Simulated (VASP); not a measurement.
# InO4 in VASP: notebook, part 2 of 2

VASP 6.6.1. The steps go on from the part before.

## Step 3: Single point, PBE, collinear spin, ferromagnetic start

Input file INCAR:

```
SYSTEM = InO4
PREC = Accurate ; ENCUT = 520
EDIFF = 1E-6 ; ISMEAR = 0
SIGMA = 0.1 ; LREAL = .False.
LASPH = .True. ; NELM = 150
ALGO = Normal ; ISIF = 2
LWAVE = .False. ; LCHARG = .False.
ISPIN = 2 ; MAGMOM = 0 0.94 0.94 1.58 1.54
LORBIT = 11 ; LDIPOL = .True.
IDIPOL = 3 ; DIPOL = 0.5 0.5 0.286
GGA = PE ; NBANDS = 30
```

Input file KPOINTS:

```
regular mesh
0
Gamma
  10 10 1
  0 0 0
```

Input file POSCAR:

```
InO4
1.0
    4.2459280006      0.0000000000      0.0000000000
    0.0000000000      4.2459280006      0.0000000000
    0.0000000000      0.0000000000     33.2718260400
In O
1 4
Direct
    0.0000000000      0.0000000000      0.2852325468
    0.0000000000      0.5000000000      0.2869446108
    0.5000000000      0.0000000000      0.2869446108
    0.0000000000      0.0000000000      0.3515217294
    0.0000000000      0.0000000000      0.2193586799
```

Potentials or basis: VASP PAW PBE potentials, release 64 (In_d, O).

Run with:

```bash
cat potpaw_PBE.64/In_d/POTCAR potpaw_PBE.64/O/POTCAR > POTCAR
mpirun -np 1 vasp_std > vasp.out
```

OUTCAR:

```text
SYSTEM = InO4
   PREC = Accurate
   ENCUT = 520
   EDIFF = 1E-6
   ISMEAR = 0
   LREAL = .False.
   LASPH = .True.
   NELM = 150
   ISIF = 2
   ISPIN = 2
   LORBIT = 11
   GGA = PE

 ion  position               nearest neighbor table
   1  0.000  0.000  0.285-   2 2.12   3 2.12   2 2.12   3 2.12   5 2.19   4 2.21
   2  0.000  0.500  0.287-   1 2.12   1 2.12
   3  0.500  0.000  0.287-   1 2.12   1 2.12
   4  0.000  0.000  0.352-   1 2.21
   5  0.000  0.000  0.219-   1 2.19

  LATTYP: Found a simple tetragonal cell.
 ALAT       =     4.2459280006
 C/A-ratio  =     7.8361729250

  Lattice vectors:

 A1 = (   4.2459280006,   0.0000000000,   0.0000000000)
 A2 = (   0.0000000000,   4.2459280006,   0.0000000000)
 A3 = (   0.0000000000,   0.0000000000,  33.2718260400)

Analysis of symmetry for initial positions (statically):
=====================================================================
 Subroutine PRICEL returns:
 Original cell was already a primitive cell.

 Routine SETGRP: Setting up the symmetry group for a
 simple tetragonal supercell.

 Subroutine GETGRP returns: Found  8 space group operations
 (whereof  8 operations were pure point group operations)
 out of a pool of 16 trial point group operations.

[... 1589 lines left out ...]
  Total        0.1192418      0.1192418      0.0702912      0.0000000      0.0000000      0.0000000
  in kB        0.3185057      0.3185057      0.1877543      0.0000000      0.0000000      0.0000000
  external PRESSURE =       0.2749219 kB  Pullay stress =       0.0000000 kB

 VOLUME and BASIS-vectors are now :
 -----------------------------------------------------------------------------
  energy-cutoff  :      520.00
  volume of cell :      599.82
      direct lattice vectors                 reciprocal lattice vectors
     4.245928001  0.000000000  0.000000000     0.235519773  0.000000000  0.000000000
     0.000000000  4.245928001  0.000000000     0.000000000  0.235519773  0.000000000
     0.000000000  0.000000000 33.271826040     0.000000000  0.000000000  0.030055459

 POSITION                                       TOTAL-FORCE (eV/Angst)
 -----------------------------------------------------------------------------------
      0.00000      0.00000      9.49021         0.000000      0.000000      0.018282
      0.00000      2.12296      9.54717        -0.000000      0.000000     -0.003877
      2.12296      0.00000      9.54717         0.000000      0.000000     -0.003877
      0.00000      0.00000     11.69577         0.000000      0.000000      0.035257
      0.00000      0.00000      7.29846         0.000000     -0.000000     -0.045785
 -----------------------------------------------------------------------------------
    total drift:                                0.000000      0.000000     -0.000947

  FREE ENERGIE OF THE ION-ELECTRON SYSTEM (eV)
  ---------------------------------------------------
  free  energy   TOTEN  =       -18.8218910857 eV

  energy  without entropy=      -18.8000339393  energy(sigma->0) =      -18.81096251

 vacuum level on the upper side and lower side of the slab         1.069         1.017

 total charge

# of ion       s       p       d       tot
------------------------------------------
    1        0.621   0.661  10.076  11.358
    2        1.590   3.228   0.000   4.818
    3        1.590   3.228   0.000   4.818
    4        1.618   3.017   0.000   4.635
    5        1.617   3.026   0.000   4.643
--------------------------------------------------
tot          7.035  13.160  10.076  30.271

 magnetization (x)

# of ion       s       p       d       tot
------------------------------------------
    1       -0.037  -0.046   0.016  -0.066
    2        0.008   0.760   0.000   0.768
    3        0.008   0.760   0.000   0.768
    4        0.014   1.262   0.000   1.276
    5        0.013   1.231   0.000   1.245
--------------------------------------------------
tot          0.007   3.968   0.016   3.991
```

stdout:

```text
POSCAR found type information on POSCAR InO
 POSCAR found :  2 types and       5 ions
 scaLAPACK will be used
 LDA part: xc-table for (Slater+PW92), standard interpolation
 POSCAR, INCAR and KPOINTS ok, starting setup
 FFT: planning ... GRIDC
 FFT: planning ... GRID_SOFT
 FFT: planning ... GRID
 WAVECAR not read
 entering main loop
```

It took 18 min on 1 thread of AMD EPYC 9R45 (Zen 5), shared host; peak memory 1.1 GiB.

Results:

```yaml
Free_energy: -18.8219 eV
Largest_force: 0.046 eV/Å
Band_gap_on_the_k_mesh: zero (filled and empty bands overlap)
Net_moment: 5.00 μB per cell
Site_moments: In -0.07; O +0.77, +1.28, +1.25 μB
Valence_electrons_inside_the_program's_atomic_spheres: In 11.36; O 4.82, 4.63, 4.64
```

Forces in eV/Å, atoms in the order of the input:
```
In   0.000  0.000  0.018
O    0.000  0.000 -0.004
O    0.000  0.000 -0.004
O    0.000  0.000  0.035
O    0.000  0.000 -0.046
```

Caveat: spin-orbit coupling is left out, which moves the levels of the heavy elements.

## Step 4: Single point, PBE, collinear spin, ferromagnetic start

This run uses another cell than the first one, of 67.96 Å³/atom, 0.565 times its volume.

Input file INCAR:

```
ALGO = Normal
DIPOL = 0.5 0.5 0.501
EDIFF = 1E-6
ENCUT = 520
GGA = PE
IDIPOL = 3
ISIF = 2
ISMEAR = 0
ISPIN = 2
LASPH = True
LCHARG = False
LDIPOL = True
LORBIT = 11
LREAL = False
LWAVE = False
MAGMOM = 0 1 1 1 1
NBANDS = 30
NELM = 150
PREC = Accurate
SIGMA = 0.1
```

Input file KPOINTS:

```
k-points
0
Gamma
  4 4 1
```

Input file POSCAR:

```
InO4
1.0
    4.2288520000      0.0000000000      0.0000000000
    0.0000000000      4.2288520000      0.0000000000
    0.0000000000      0.0000000000     19.0000000000
In O
1 4
Direct
    0.0000000000      0.0000000000      0.4991474300
    0.0000000000      0.5000000000      0.5024995400
    0.5000000000      0.0000000000      0.5024995400
    0.0000000000      0.0000000000      0.6246292900
    0.0000000000      0.0000000000      0.3753707100
```

Run with:

```bash
cat potpaw_PBE.64/In_d/POTCAR potpaw_PBE.64/O/POTCAR > POTCAR
mpirun -np 1 vasp_std > vasp.out
```

Run time: 2.6 min. Hardware: 1 thread of AMD EPYC 9R45 (Zen 5), shared host; peak memory 0.48 GiB.

Results (log left out):

| Property | Result |
| --- | --- |
| Free energy | -18.7250 eV |
| Largest force | 0.540 eV/Å |
| Band gap on the k mesh | zero (filled and empty bands overlap) |
| Net moment | 5.00 μB per cell |
| Site moments | In -0.06; O +0.70, +1.34, +1.30 μB |
| Valence electrons inside the program's atomic spheres | In 11.28; O 4.83, 4.61, 4.62 |

Forces in eV/Å, atoms in the order of the input:
```
In   0.000  0.000  0.034
O    0.000  0.000 -0.018
O    0.000  0.000 -0.018
O    0.000  0.000 -0.538
O    0.000  0.000  0.540
```

Levels at points of the mesh, in eV from the Fermi level:
Spin up:
| k point | band 18 | band 19 | band 20 | band 21 | band 22 | band 23 | band 24 | band 25 |
| --- | --- | --- | --- | --- | --- | --- | --- | --- |
| (0.00, 0.00, 0.00) | -1.68 | -1.68 | -1.41 | -1.16 | 3.03 | 6.65 | 6.87 | 7.94 |
| (0.50, 0.00, 0.00) | -1.87 | -1.41 | -1.28 | -1.21 | 5.65 | 7.85 | 8.30 | 8.61 |
| (0.50, 0.50, 0.00) | -1.19 | -1.19 | -1.19 | -0.46 | 7.47 | 8.49 | 8.73 | 8.73 |
Spin down:
```tsv
k point	band 12	band 13	band 14	band 15	band 16	band 17	band 18	band 19	band 20	band 21
(0.00, 0.00, 0.00)	-2.12	-1.59	-0.36	-0.13	0.20	0.20	0.27	0.27	0.38	0.38
(0.50, 0.00, 0.00)	-1.76	-0.70	-0.52	-0.40	-0.24	0.12	0.13	0.28	0.39	0.50
(0.50, 0.50, 0.00)	-0.97	-0.63	-0.63	-0.47	0.02	0.02	0.31	0.51	0.51	1.02
```

Caveat: the k points lie up to 0.37 Å⁻¹ apart; spin-orbit coupling is left out, which moves the levels of the heavy elements.

## Step 5: Overview

| cell | k mesh | gap on the mesh (eV) | moment (μB) | largest force (eV/Å) |
| --- | --- | --- | --- | --- |
| a = 4.250, b = 4.250, c = 33.272 Å, 5 atoms | 10 × 10 × 1 | none | 5.00 | 0.05 |
| a = 4.246, b = 4.246, c = 33.272 Å, 5 atoms | 10 × 10 × 1 | none | 5.00 | 0.05 |
| a = 4.229, b = 4.229, c = 19.000 Å, 5 atoms | 4 × 4 × 1 | none | 5.00 | 0.54 |

Alike in all rows: task single point; level PBE; potentials or basis VASP PAW PBE potentials, release 64 (In_d, O); spin collinear, ferromagnetic start; cutoff (eV) 520; smearing gaussian 0.1 eV.

Caveats: some runs use coarse meshes; spin-orbit coupling is left out, which moves the levels of the heavy elements.

Total energies depend on the potentials used, so only differences within one code and one set of settings carry meaning.
